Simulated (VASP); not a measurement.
Write the native input for VASP 6.6.1 that does the following.

- Task: single point
- Functional: PBEsol
- Potentials or basis: VASP PAW PBE potentials, release 64 (Al, Cu)
- Cutoff: 520 eV
- k mesh: 16 × 16 × 16
- Occupations: gaussian, width 0.15 eV
- Spin: no spin polarisation
- Dipole correction: no
- Further INCAR settings: ALGO = Fast; EDIFF = 1e-06; NBANDS = 16

The structure of Al2Cu lies in POSCAR:

```
Al2Cu
1.0
   -2.0853704932      2.0853704932      2.9059588708
    2.0853704932     -2.0853704932      2.9059588708
    2.0853704932      2.0853704932     -2.9059588708
Al Cu
2 1
Direct
    0.7500000000      0.2500000000      0.5000000000
    0.2500000000      0.7500000000      0.5000000000
    0.5000000000      0.5000000000      0.0000000000
```

This cell differs from its parent crystal: strain +0.030 along x and y, +0.015 along z.

One way to write it, as run:

INCAR

```
PREC = Accurate
ENCUT = 520
EDIFF = 1E-6
ISMEAR = 0
SIGMA = 0.15
LREAL = False
LASPH = True
NELM = 100
ALGO = Fast
ISIF = 2
LWAVE = False
LCHARG = False
GGA = PS
NBANDS = 16
```

KPOINTS

```
regular mesh
0
Gamma
  16 16 16
```

Potentials or basis: VASP PAW PBE potentials, release 64 (Al, Cu).

The run is started by

```sh
$ cat potpaw_PBE.64/Al/POTCAR potpaw_PBE.64/Cu/POTCAR > POTCAR
$ mpirun -np 1 vasp_std > vasp.out
```

Results of the run:

```yaml
Pressure: -6.4 GPa
Band_gap_on_the_k_mesh: zero (an odd number of electrons rules out a gap without spin polarisation)
```

Caveat: the cell differs from its parent crystal (strain +0.030 along x and y, +0.015 along z); the cell stands under tension; the PAW data sets were made with another functional, which shifts forces and pressure a little.

Wall time 9.5 min on 1 thread of Intel Xeon 8259CL, with other jobs on the host, peak memory 0.39 GiB.
